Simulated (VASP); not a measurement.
# KH3 (Pm-3m) in VASP: notebook, part 2 of 2

VASP 6.6.1. The steps go on from the part before.

## (3) Relaxation of cell and atoms, PBE

This run uses another cell than the first one, of 13.40 Å³/atom.

INCAR reads:

```
  ALGO = Normal
  EDIFF = 1E-7
  EDIFFG = -0.01
  ENCUT = 600
  GGA = PE
  IBRION = 2
  ISIF = 3
  ISMEAR = 0
  LASPH = T
  LCHARG = F
  LREAL = F
  LWAVE = F
  NELM = 60
  NSW = 100
  PREC = Accurate
  SIGMA = 0.1
```

KPOINTS reads:

```
k-points
0
Gamma
  12 12 12
```

POSCAR reads:

```
KH3
1.0
    3.7706461549      0.0000000000      0.0000000000
    0.0000000000      3.7706461549      0.0000000000
    0.0000000000      0.0000000000      3.7706461549
K H
1 3
Direct
    0.0000000000      0.0000000000      0.0000000000
    0.0000000000      0.5000000000      0.5000000000
    0.5000000000      0.0000000000      0.5000000000
    0.5000000000      0.5000000000      0.0000000000
```

Potentials or basis: VASP PAW PBE potentials, release 64 (K_sv, H).

Run with:

```sh
cat potpaw_PBE.64/K_sv/POTCAR potpaw_PBE.64/H/POTCAR > POTCAR
mpirun -np 1 vasp_std > vasp.out
```

OUTCAR:

```text
EDIFF = 1E-7
   EDIFFG = -0.01
   ENCUT = 600
   GGA = PE
   IBRION = 2
   ISIF = 3
   ISMEAR = 0
   LASPH = T
   LREAL = F
   NELM = 60
   NSW = 100
   PREC = Accurate

 ion  position               nearest neighbor table
   1  0.000  0.000  0.000-
   2  0.000  0.500  0.500-
   3  0.500  0.000  0.500-
   4  0.500  0.500  0.000-

  LATTYP: Found a simple cubic cell.
 ALAT       =     3.7706461549

  Lattice vectors:

 A1 = (   3.7706461549,   0.0000000000,   0.0000000000)
 A2 = (   0.0000000000,   3.7706461549,   0.0000000000)
 A3 = (   0.0000000000,   0.0000000000,   3.7706461549)

Analysis of symmetry for initial positions (statically):
=====================================================================
 Subroutine PRICEL returns:
 Original cell was already a primitive cell.

 Routine SETGRP: Setting up the symmetry group for a
 simple cubic supercell.

 Subroutine GETGRP returns: Found 48 space group operations
 (whereof 48 operations were pure point group operations)
 out of a pool of 48 trial point group operations.

The static configuration has the point symmetry O_h .

Analysis of symmetry for dynamics (positions and initial velocities):
=====================================================================
 Subroutine PRICEL returns:
 Original cell was already a primitive cell.

 Routine SETGRP: Setting up the symmetry group for a
 simple cubic supercell.

 Subroutine GETGRP returns: Found 48 space group operations
 (whereof 48 operations were pure point group operations)
 out of a pool of 48 trial point group operations.

The dynamic configuration has the point symmetry O_h .

 Subroutine INISYM returns: Found 48 space group operations
 (whereof 48 operations are pure point group operations),
 and found     1 'primitive' translations

----------------------------------------------------------------------------------------

                                     Primitive cell

  volume of cell :      53.6102

  direct lattice vectors                    reciprocal lattice vectors
     3.770646155  0.000000000  0.000000000     0.265206535  0.000000000  0.000000000
     0.000000000  3.770646155  0.000000000     0.000000000  0.265206535  0.000000000
     0.000000000  0.000000000  3.770646155     0.000000000  0.000000000  0.265206535

  length of vectors
     3.770646155  3.770646155  3.770646155     0.265206535  0.265206535  0.265206535

  position of ions in fractional coordinates (direct lattice)
     0.000000000  0.000000000  0.000000000
     0.000000000  0.500000000  0.500000000
     0.500000000  0.000000000  0.500000000
     0.500000000  0.500000000  0.000000000

  ion indices of the primitive-cell ions
   primitive index   ion index
                 1           1
                 2           2
                 3           3
                 4           4

----------------------------------------------------------------------------------------

 KPOINTS: k-points

Automatic generation of k-mesh.
 Grid dimensions read from file:
 generate k-points for:   12   12   12

 Generating k-lattice:

  Cartesian coordinates                     Fractional coordinates (reciprocal lattice)
[... 44 lines left out ...]
   total plane-waves  NPLWV =  27000
   dimension x,y,z NGX =    30 NGY =   30 NGZ =   30
   dimension x,y,z NGXF=    60 NGYF=   60 NGZF=   60
   ions per type =               1   3
   NGX,Y,Z   is equivalent  to a cutoff of  13.23, 13.23, 13.23 a.u.
   NGXF,Y,Z  is equivalent  to a cutoff of  26.45, 26.45, 26.45 a.u.
 SYSTEM =  unknown system
   PREC   = accura    normal or accurate (medium, high low for compatibility)
   ISTART =      0    job   : 0-new  1-cont  2-samecut
   ICHARG =      2    charge: 1-file 2-atom 10-const
   ISPIN  =      1    spin polarized calculation?
   LNONCOLLINEAR =      F non collinear calculations
   LSORBIT =      F    spin-orbit coupling
   LASPH  =      T    aspherical Exc in radial PAW
   ENCUT  =  600.0 eV  44.10 Ry    6.64 a.u.   7.53  7.53  7.53*2*pi/ulx,y,z
   NELM   =     60;   NELMIN=  2; NELMDL= -5     # of ELM steps
   EDIFF  = 0.1E-06   stopping-criterion for ELM
   LREAL  =      F    real-space projection
   EDIFFG = -.1E-01   stopping-criterion for IOM
   NSW    =    100    number of steps for IOM
   IBRION =      2    ionic relax: 0-MD 1-quasi-New 2-CG
   NFREE  =      1    steps in history (QN), initial steepest desc. (CG)
   ISIF   =      3    stress and relaxation
   ISYM   =      2    0-nonsym 1-usesym 2-fastsym
   POTIM  = 0.5000    time-step for ionic-motion
   TEBEG  =    0.0;   TEEND  =   0.0 temperature during run
   PSTRESS=    0.0 pullay stress
   NELECT =      12.0000    total number of electrons
   NUPDOWN=      -1.0000    fix difference up-down
   EMIN   =  10.00;   EMAX   =-10.00  energy-range for DOS
   EFERMI =   0.00;   METHOD = LEGACY
   ISMEAR =     0;   SIGMA  =   0.10  broadening in eV -4-tet -1-fermi 0-gaus
   EFERMI_NEDOS =   21; number of points for ismear=-14 and -15
   IALGO  =     38    algorithm
   IMIX   =      4    mixing-type and parameters
     AMIX     =   0.40;   BMIX     =  1.00
     AMIX_MAG =   1.60;   BMIX_MAG =  1.00
  volume/ion in A,a.u.               =      13.40        90.44
  Fermi-wavevector in a.u.,A,eV,Ry     =   0.993999  1.878387 13.443030  0.988035
  Thomas-Fermi vector in A             =   2.125920
   LORBIT       =      0    0 simple, 1 ext, 2 COOP (PROOUT), +10 PAW based schemes
   GGA     = PE    functional components
   LHFCALC =     F    Hartree Fock is set to
   AEXX    =    0.0000 exact exchange contribution
   IVDW    =     0    specifies the selected vdW correction
   LEPSILON=     F    determine dielectric tensor
   LRPA    =     F    only Hartree local field effects (RPA)
 conjugate gradient relaxation of ions
 non-spin polarized calculation
 Gauss-broadening in eV      SIGMA  =   0.10
  energy-cutoff  :      600.00
  volume of cell :       53.61
 maximum number of plane-waves:      1811
   NGX = 15   NGY = 15   NGZ = 15

--------------------------------------- Ionic step        1  -------------------------------------------

 number of electron      12.0000001 magnetization

 Free energy of the ion-electron system (eV)
  ---------------------------------------------------
  ext. energy  EPLUGINS =         0.00000000
  ---------------------------------------------------
  free energy    TOTEN  =        -7.01405626 eV

  energy without entropy =       -7.00591792  energy(sigma->0) =       -7.00998709

------------------------ aborting loop because EDIFF is reached ----------------------------------------

  FORCE on cell =-STRESS in cart. coord.  units (eV):
  Direction    XX          YY          ZZ          XY          YZ          ZX
  --------------------------------------------------------------------------------------
  -------------------------------------------------------------------------------------
  Total        0.2318015      0.2318015      0.2318015     -0.0000000      0.0000000     -0.0000000
  in kB        6.9275477      6.9275477      6.9275477     -0.0000000      0.0000000     -0.0000000
  external PRESSURE =       6.9275477 kB  Pullay stress =       0.0000000 kB
[... 63 lines left out ...]
--------------------------------------- Ionic step        3  -------------------------------------------

 number of electron      12.0000004 magnetization

 Free energy of the ion-electron system (eV)
  ---------------------------------------------------
  ext. energy  EPLUGINS =         0.00000000
  ---------------------------------------------------
  free energy    TOTEN  =        -7.01807773 eV

  energy without entropy =       -7.01016203  energy(sigma->0) =       -7.01411988

 E-fermi :  -2.2053     XC(G=0):  -7.8133

 val. band max:       -2.2321933114   @ k =   0.4167   0.3333   0.2500
 cond. band min:      -2.1826785375   @ k =   0.3333   0.3333   0.2500
 fundamental gap:      0.0495147738
 Fermi energy:        -2.2053121208

 k-point     1 :       0.0000    0.0000    0.0000
  band No.  band energies     occupation
      1     -30.4163      2.00000
      2     -13.8286      2.00000
      3     -13.8286      2.00000
      4     -13.8286      2.00000
      5      -6.1109      2.00000
      6      -1.2965      0.00000
      7      -1.2965      0.00000
      8       7.1317      0.00000
      9       7.1317      0.00000
     10       7.5653      0.00000
[... 287 lines left out ...]
 k-point    24 :       0.4167    0.3333    0.0000
  band No.  band energies     occupation
      1     -30.3788      2.00000
      2     -14.1118      2.00000
      3     -14.0394      2.00000
      4     -13.7800      2.00000
      5      -3.8708      2.00000
      6      -2.5636      2.00000
      7      -1.9736      0.00105
      8       3.8622      0.00000
      9       6.3201      0.00000
     10       6.6590      0.00000

 [... further k-points ...]
[... 5 lines left out ...]
  --------------------------------------------------------------------------------------
  -------------------------------------------------------------------------------------
  Total        0.0113980      0.0113980      0.0113980     -0.0000000     -0.0000000     -0.0000000
  in kB        0.3294616      0.3294616      0.3294616     -0.0000000     -0.0000000     -0.0000000
  external PRESSURE =       0.3294616 kB  Pullay stress =       0.0000000 kB
[... 19 lines left out ...]
  FREE ENERGIE OF THE ION-ELECTRON SYSTEM (eV)
  ---------------------------------------------------
  free  energy   TOTEN  =        -7.0180777294 eV

  energy  without entropy=       -7.0101620270  energy(sigma->0) =       -7.01411988

 reached required accuracy - stopping structural energy minimisation
```

Wall time 3.5 min (1 thread of Oxide Virtual Turin-like, shared host); peak memory 0.17 GiB.

Results:

```yaml
Free_energy: -7.0181 eV
Relaxed_volume: 13.86 Å³/atom
Relaxed_cell: a = 3.813 Å, b = 3.813 Å, c = 3.813 Å, α = 90.00°, β = 90.00°, γ = 90.00°
Space_group_after_relaxing_to_0.1_Å: Pm-3m (No. 221)
Energy_gained_by_relaxing: 1.0 meV/atom
Ionic_steps: 3
Pressure_after_relaxing: 0.0 GPa
Band_gap_on_the_k_mesh: zero (bands 6 and 7 overlap by 1.53 eV)
```

Step by step:
| step | energy change (eV) | largest force (eV/Å) | pressure (GPa) | volume (Å³) |
| --- | --- | --- | --- | --- |
| 1 | 0.0000 | 0.0000 | 0.69 | 53.61 |
| 2 | -0.0017 | 0.0000 | 0.52 | 54.06 |
| 3 | -0.0040 | 0.0000 | 0.03 | 55.43 |

Final structure:
```
K H
1.0
     3.81281    0.00000    0.00000
     0.00000    3.81281    0.00000
     0.00000    0.00000    3.81281
K H
1 3
Cartesian
  0.0000 0.0000 0.0000
  0.0000 1.9064 1.9064
  1.9064 0.0000 1.9064
  1.9064 1.9064 0.0000
```

The gap in the log of VASP goes by the Fermi energy; the results here count the filled bands.